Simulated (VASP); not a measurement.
Set up this calculation in VASP 6.6.1, as the native input.

* Task: single point
* Functional: PBE
* Potentials or basis: VASP PAW PBE potentials, release 64 (Al, Si, B)
* Cutoff: 520 eV
* k mesh: 12 × 12 × 12
* Occupations: gaussian, width 0.1 eV
* Spin: no spin polarisation
* Dipole correction: no
* k mesh for the DOS: 18 × 18 × 18
* Occupations for the DOS: tetrahedron
* Further INCAR settings: ALGO = Normal; EDIFF = 1e-06

AlSi2B4:

```xyz
7
Lattice="-2.2461 2.2461 3.5149 2.2461 -2.2461 3.5149 2.2461 2.2461 -3.5149" Properties=species:S:1:pos:R:3 pbc="T T T"
Al    0.0000    0.0000    0.0000
Si    0.0000    0.0000    4.6162
Si    0.0000    0.0000    2.4136
B     0.0000    2.2461    0.0000
B     0.0000    2.2461    1.7575
B     2.2461    0.0000    0.0000
B     2.2461    0.0000    1.7575
```

One way to write it, as run:

POSCAR

```
AlSi2B4
1.0
   -2.2460717796      2.2460717796      3.5149011970
    2.2460717796     -2.2460717796      3.5149011970
    2.2460717796      2.2460717796     -3.5149011970
Al Si B
1 2 4
Direct
    0.0000000000      0.0000000000      0.0000000000
    0.6566646084      0.6566646084      0.0000000000
    0.3433353916      0.3433353916      0.0000000000
    0.5000000000      0.0000000000      0.5000000000
    0.7500000000      0.2500000000      0.5000000000
    0.0000000000      0.5000000000      0.5000000000
    0.2500000000      0.7500000000      0.5000000000
```

INCAR.step1

```
PREC = Accurate
ENCUT = 520
EDIFF = 1E-6
ISMEAR = 0
SIGMA = 0.1
LREAL = F
LASPH = T
NELM = 60
ALGO = Normal
ISIF = 2
LWAVE = F
LCHARG = T
GGA = PE
NBANDS = 20
```

KPOINTS.step1

```
Automatic mesh
0
Gamma
  12 12 12
```

INCAR.step2

```
PREC = Accurate
ENCUT = 520
EDIFF = 1E-6
ISMEAR = -5
SIGMA = 0.1
LREAL = F
LASPH = T
NELM = 60
ALGO = Normal
ISIF = 2
LWAVE = F
LCHARG = F
GGA = PE
LORBIT = 11
NEDOS = 2001
ICHARG = 11
```

KPOINTS.step2

```
Automatic mesh
0
Gamma
  18 18 18
```

Potentials or basis: VASP PAW PBE potentials, release 64 (Al, Si, B).

Launch:

```sh
$ cat potpaw_PBE.64/Al/POTCAR potpaw_PBE.64/Si/POTCAR potpaw_PBE.64/B/POTCAR > POTCAR
$ cp INCAR.step1 INCAR
$ cp KPOINTS.step1 KPOINTS
$ mpirun -np 1 vasp_std > vasp.out
$ cp INCAR.step2 INCAR
$ cp KPOINTS.step2 KPOINTS
$ mpirun -np 1 vasp_std > vasp.out
```

Results of the run:

```
Valence electrons inside the program's atomic spheres : Al 0.80; Si 1.64; B 1.83, 1.77 (each value once)
```

Run time: 7 min on 1 thread of Intel Xeon 8259CL (shared host), peak memory 0.59 GiB.
